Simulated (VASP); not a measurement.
# HfC (P6_3/mmc) in VASP: further runs

Runs on HfC. Level: LDA. Tasks: single point.

Program: VASP 6.6.1. These are calculated values, not measurements. Logs are shortened: lines on timing, memory, paths and dates and some standing lists are left out, and cuts for length are marked.

### Step 1. The cell of the first run

It takes space group P6_3/mmc (No. 194, hexagonal). Conventional cell: a = 3.240 Å, b = 3.240 Å, c = 5.135 Å, α = 90.00°, β = 90.00°, γ = 120.00°. Hf (site symmetry -6m2) has 6 C at 2.27 Å within 3.0 Å. Within 3.0 Å of C (site symmetry -3m) lie 6 Hf at 2.27 Å and 2 C at 2.57 Å.

### Step 2. Single point, LDA

INCAR

```
PREC = Accurate
ENCUT = 520
EDIFF = 1E-6
ISMEAR = -1
SIGMA = 0.05
LREAL = F
LASPH = T
NELM = 80
ALGO = Normal
ISIF = 2
LWAVE = F
LCHARG = T
GGA = CA
LELF = T
LVHAR = T
NBANDS = 22
```

KPOINTS

```
regular mesh
0
Gamma
  7 7 4
```

POSCAR

```
HfC
1.0
    3.2396368706      0.0000000000      0.0000000000
   -1.6198184353      2.8056078290      0.0000000000
    0.0000000000      0.0000000000      5.1353091212
Hf C
2 2
Direct
    0.6666666667      0.3333333333      0.7500000000
    0.3333333333      0.6666666667      0.2500000000
    0.0000000000      0.0000000000      0.0000000000
    0.0000000000      0.0000000000      0.5000000000
```

Potentials or basis: VASP PAW LDA potentials, release 64 (Hf_pv, C).

On the command line:

```sh
$ cat potpaw_LDA.64/Hf_pv/POTCAR potpaw_LDA.64/C/POTCAR > POTCAR
$ mpirun -np 1 vasp_std > vasp.out
```

OUTCAR:

```text
PREC = Accurate
   ENCUT = 520
   EDIFF = 1E-6
   ISMEAR = -1
   LREAL = F
   LASPH = T
   NELM = 80
   ISIF = 2
   GGA = CA

 ion  position               nearest neighbor table
   1  0.667  0.333  0.750-   3 2.27   4 2.27   3 2.27   4 2.27   3 2.27   4 2.27   2 3.18   2 3.18
                             2 3.18   2 3.18   2 3.18   2 3.18
   2  0.333  0.667  0.250-   3 2.27   4 2.27   3 2.27   4 2.27   3 2.27   4 2.27   1 3.18   1 3.18
                             1 3.18   1 3.18   1 3.18   1 3.18
   3  0.000  0.000  0.000-   1 2.27   2 2.27   1 2.27   2 2.27   1 2.27   2 2.27
   4  0.000  0.000  0.500-   1 2.27   2 2.27   1 2.27   2 2.27   1 2.27   2 2.27

  LATTYP: Found a hexagonal cell.
 ALAT       =     3.2396368706
 C/A-ratio  =     1.5851496098

  Lattice vectors:

 A1 = (   3.2396368706,   0.0000000000,   0.0000000000)
 A2 = (  -1.6198184353,   2.8056078290,   0.0000000000)
 A3 = (   0.0000000000,   0.0000000000,   5.1353091212)

Analysis of symmetry for initial positions (statically):
=====================================================================
 Subroutine PRICEL returns:
 Original cell was already a primitive cell.

 Routine SETGRP: Setting up the symmetry group for a
 hexagonal supercell.

 Subroutine GETGRP returns: Found 24 space group operations
 (whereof 12 operations were pure point group operations)
 out of a pool of 24 trial point group operations.

The static configuration has the point symmetry D_3d.
 The point group associated with its full space group is D_6h.

Analysis of symmetry for dynamics (positions and initial velocities):
=====================================================================
 Subroutine PRICEL returns:
 Original cell was already a primitive cell.

 Routine SETGRP: Setting up the symmetry group for a
 hexagonal supercell.

 Subroutine GETGRP returns: Found 24 space group operations
 (whereof 12 operations were pure point group operations)
 out of a pool of 24 trial point group operations.

The dynamic configuration has the point symmetry D_3d.
 The point group associated with its full space group is D_6h.

 Subroutine INISYM returns: Found 24 space group operations
 (whereof 12 operations are pure point group operations),
 and found     1 'primitive' translations

----------------------------------------------------------------------------------------

                                     Primitive cell

  volume of cell :      46.6756

  direct lattice vectors                    reciprocal lattice vectors
     3.239636871  0.000000000  0.000000000     0.308676571  0.178214501  0.000000000
    -1.619818435  2.805607829  0.000000000     0.000000000  0.356429003  0.000000000
     0.000000000  0.000000000  5.135309121     0.000000000  0.000000000  0.194730244

  length of vectors
     3.239636871  3.239636871  5.135309121     0.356429003  0.356429003  0.194730244

  position of ions in fractional coordinates (direct lattice)
     0.666666667  0.333333333  0.750000000
     0.333333333  0.666666667  0.250000000
     0.000000000  0.000000000  0.000000000
     0.000000000  0.000000000  0.500000000

  ion indices of the primitive-cell ions
   primitive index   ion index
                 1           1
                 2           2
                 3           3
                 4           4

----------------------------------------------------------------------------------------

 KPOINTS: regular mesh

Automatic generation of k-mesh.
 Grid dimensions read from file:
 generate k-points for:    7    7    4

 Generating k-lattice:

  Cartesian coordinates                     Fractional coordinates (reciprocal lattice)
     0.044096653  0.025459214  0.000000000     0.142857143 -0.000000000  0.000000000
     0.000000000  0.050918429  0.000000000     0.000000000  0.142857143  0.000000000
     0.000000000  0.000000000  0.048682561     0.000000000  0.000000000  0.250000000

  Length of vectors
     0.050918429  0.050918429  0.048682561

  Shift w.r.t. Gamma in fractional coordinates (k-lattice)
     0.000000000  0.000000000  0.000000000

 Subroutine IBZKPT returns following result:
 ===========================================

 Found     24 irreducible k-points:

 Following reciprocal coordinates:
            Coordinates               Weight
  0.000000  0.000000  0.000000      1.000000
  0.142857 -0.000000  0.000000      6.000000
  0.285714 -0.000000  0.000000      6.000000
  0.428571 -0.000000  0.000000      6.000000
  0.142857  0.142857  0.000000      6.000000
  0.285714  0.142857  0.000000     12.000000
[... 16 lines left out ...]
  0.428571  0.142857  0.500000      6.000000
  0.285714  0.285714  0.500000      6.000000
   k-points           NKPTS =     24   k-points in BZ     NKDIM =     24   number of bands    NBANDS=     22
   number of dos      NEDOS =    301   number of ions     NIONS =      4
   total plane-waves  NPLWV =  23040
   dimension x,y,z NGX =    24 NGY =   24 NGZ =   40
   dimension x,y,z NGXF=    48 NGYF=   48 NGZF=   80
   ions per type =               2   2
   NGX,Y,Z   is equivalent  to a cutoff of  12.32, 12.32, 12.95 a.u.
   NGXF,Y,Z  is equivalent  to a cutoff of  24.63, 24.63, 25.90 a.u.
 SYSTEM =  unknown system
   PREC   = accura    normal or accurate (medium, high low for compatibility)
   ISTART =      0    job   : 0-new  1-cont  2-samecut
   ICHARG =      2    charge: 1-file 2-atom 10-const
   ISPIN  =      1    spin polarized calculation?
   LNONCOLLINEAR =      F non collinear calculations
   LSORBIT =      F    spin-orbit coupling
   LASPH  =      T    aspherical Exc in radial PAW
   ENCUT  =  520.0 eV  38.22 Ry    6.18 a.u.   6.02  6.02  9.55*2*pi/ulx,y,z
   NELM   =     80;   NELMIN=  2; NELMDL= -5     # of ELM steps
   EDIFF  = 0.1E-05   stopping-criterion for ELM
   LREAL  =      F    real-space projection
   EDIFFG = 0.1E-04   stopping-criterion for IOM
   NSW    =      0    number of steps for IOM
   IBRION =     -1    ionic relax: 0-MD 1-quasi-New 2-CG
   NFREE  =      0    steps in history (QN), initial steepest desc. (CG)
   ISIF   =      2    stress and relaxation
   ISYM   =      2    0-nonsym 1-usesym 2-fastsym
   POTIM  = 0.5000    time-step for ionic-motion
   TEBEG  =    0.0;   TEEND  =   0.0 temperature during run
   PSTRESS=    0.0 pullay stress
   NELECT =      28.0000    total number of electrons
   NUPDOWN=      -1.0000    fix difference up-down
   EMIN   =  10.00;   EMAX   =-10.00  energy-range for DOS
   EFERMI =   0.00;   METHOD = LEGACY
   ISMEAR =    -1;   SIGMA  =   0.05  broadening in eV -4-tet -1-fermi 0-gaus
   EFERMI_NEDOS =   21; number of points for ismear=-14 and -15
   IALGO  =     38    algorithm
   IMIX   =      4    mixing-type and parameters
     AMIX     =   0.40;   BMIX     =  1.00
     AMIX_MAG =   1.60;   BMIX_MAG =  1.00
  volume/ion in A,a.u.               =      11.67        78.75
  Fermi-wavevector in a.u.,A,eV,Ry     =   1.380694  2.609134 25.937016  1.906317
  Thomas-Fermi vector in A             =   2.505548
   LORBIT       =      0    0 simple, 1 ext, 2 COOP (PROOUT), +10 PAW based schemes
   GGA     = CA    functional components
   LHFCALC =     F    Hartree Fock is set to
   AEXX    =    0.0000 exact exchange contribution
   IVDW    =     0    specifies the selected vdW correction
   LEPSILON=     F    determine dielectric tensor
   LRPA    =     F    only Hartree local field effects (RPA)
 non-spin polarized calculation
  energy-cutoff  :      520.00
  volume of cell :       46.68
 maximum number of plane-waves:      1280
   NGX = 13   NGY = 13   NGZ = 19

 number of electron      28.0000004 magnetization

 Free energy of the ion-electron system (eV)
  ---------------------------------------------------
  ext. energy  EPLUGINS =         0.00000000
  ---------------------------------------------------
  free energy    TOTEN  =       -45.03641638 eV

  energy without entropy =      -45.03346383  energy(sigma->0) =      -45.03494011

 E-fermi :   6.7994     XC(G=0): -12.8495

 val. band max:        6.6282790512   @ k =   0.1429   0.1429   0.2500
 cond. band min:       6.8718912384   @ k =   0.1429  -0.0000   0.0000
 fundamental gap:      0.2436121872
 Fermi energy:         6.7993735035

 k-point     1 :       0.0000    0.0000    0.0000
  band No.  band energies     occupation
      1     -23.4180      2.00000
      2     -22.6487      2.00000
      3     -22.6487      2.00000
      4     -22.5440      2.00000
      5     -22.5440      2.00000
      6     -22.4538      2.00000
[... 14 lines left out ...]
     21      11.5178      0.00000
     22      15.5829      0.00000

 k-point     2 :       0.1429   -0.0000    0.0000
  band No.  band energies     occupation
      1     -23.3555      2.00000
      2     -22.7829      2.00000
      3     -22.6963      2.00000
      4     -22.6665      2.00000
      5     -22.5516      2.00000
      6     -22.4752      2.00000
[... 14 lines left out ...]
     21      12.6093      0.00000
     22      14.8084      0.00000

 k-point     3 :       0.2857   -0.0000    0.0000
  band No.  band energies     occupation
      1     -23.1940      2.00000
      2     -23.0817      2.00000
      3     -22.9203      2.00000
      4     -22.7891      2.00000
      5     -22.5816      2.00000
      6     -22.5434      2.00000
[... 14 lines left out ...]
     21      14.0496      0.00000
     22      14.3614      0.00000
[... 476 lines left out ...]
 k-point    23 :       0.4286    0.1429    0.5000
  band No.  band energies     occupation
      1     -23.3238      2.00000
      2     -23.3238      2.00000
      3     -22.8758      2.00000
      4     -22.8758      2.00000
      5     -22.6349      2.00000
      6     -22.6349      2.00000
[... 14 lines left out ...]
     21      15.5914      0.00000
     22      15.6494      0.00000

 k-point    24 :       0.2857    0.2857    0.5000
  band No.  band energies     occupation
      1     -23.2379      2.00000
      2     -23.2379      2.00000
      3     -23.0166      2.00000
      4     -23.0166      2.00000
      5     -22.6121      2.00000
      6     -22.6121      2.00000
[... 14 lines left out ...]
     21      14.7796      0.00000
     22      14.7796      0.00000

------------------------ aborting loop because EDIFF is reached ----------------------------------------

  FORCE on cell =-STRESS in cart. coord.  units (eV):
  Direction    XX          YY          ZZ          XY          YZ          ZX
  --------------------------------------------------------------------------------------
  -------------------------------------------------------------------------------------
  Total        1.9358097      1.9358097      1.9738546      0.0000000      0.0000000      0.0000000
  in kB       66.4482213     66.4482213     67.7541414      0.0000000      0.0000000      0.0000000
  external PRESSURE =      66.8835280 kB  Pullay stress =       0.0000000 kB

 VOLUME and BASIS-vectors are now :
 -----------------------------------------------------------------------------
  energy-cutoff  :      520.00
  volume of cell :       46.68
      direct lattice vectors                 reciprocal lattice vectors
     3.239636871  0.000000000  0.000000000     0.308676571  0.178214501  0.000000000
    -1.619818435  2.805607829  0.000000000     0.000000000  0.356429003  0.000000000
     0.000000000  0.000000000  5.135309121     0.000000000  0.000000000  0.194730244

 POSITION                                       TOTAL-FORCE (eV/Angst)
 -----------------------------------------------------------------------------------
      1.61982      0.93520      3.85148        -0.000000      0.000000      0.000000
     -0.00000      1.87041      1.28383         0.000000     -0.000000      0.000000
      0.00000      0.00000      0.00000         0.000000      0.000000      0.000000
      0.00000      0.00000      2.56765         0.000000      0.000000      0.000000
 -----------------------------------------------------------------------------------
    total drift:                               -0.000000      0.000000     -0.000000

  FREE ENERGIE OF THE ION-ELECTRON SYSTEM (eV)
  ---------------------------------------------------
  free  energy   TOTEN  =       -45.0364163830 eV

  energy  without entropy=      -45.0334638349  energy(sigma->0) =      -45.03494011
```

Run time: 7.6 s. Hardware: 1 thread of Intel Xeon 6975P-C (Granite Rapids), shared host; peak memory 0.15 GiB.

Results:

| Quantity | Value |
| --- | --- |
| Free energy | -45.0364 eV |
| Pressure | 6.7 GPa |
| Band gap on the k mesh | zero (bands 14 and 15 overlap by 1.20 eV) |

Stress tensor (GPa, compression positive):
```
6.64 0.00 0.00
0.00 6.64 0.00
0.00 0.00 6.78
```

Levels at points of the mesh, in eV from the Fermi level:
```
           k point  band 10  band 11  band 12  band 13  band 14  band 15  band 16  band 17  band 18  band 19
(0.00, 0.00, 0.00)    -3.09    -3.09    -1.14    -1.14     1.02     1.54     1.54     2.20     2.20     2.38
(0.00, 0.00, 0.50)    -3.16    -2.65    -2.65    -2.65    -2.65     4.30     4.30     4.30     4.30     4.55
```

Caveat: the cell stands under pressure; spin-orbit coupling is left out, which moves the levels of the heavy elements.

[end of part 1 of 2]
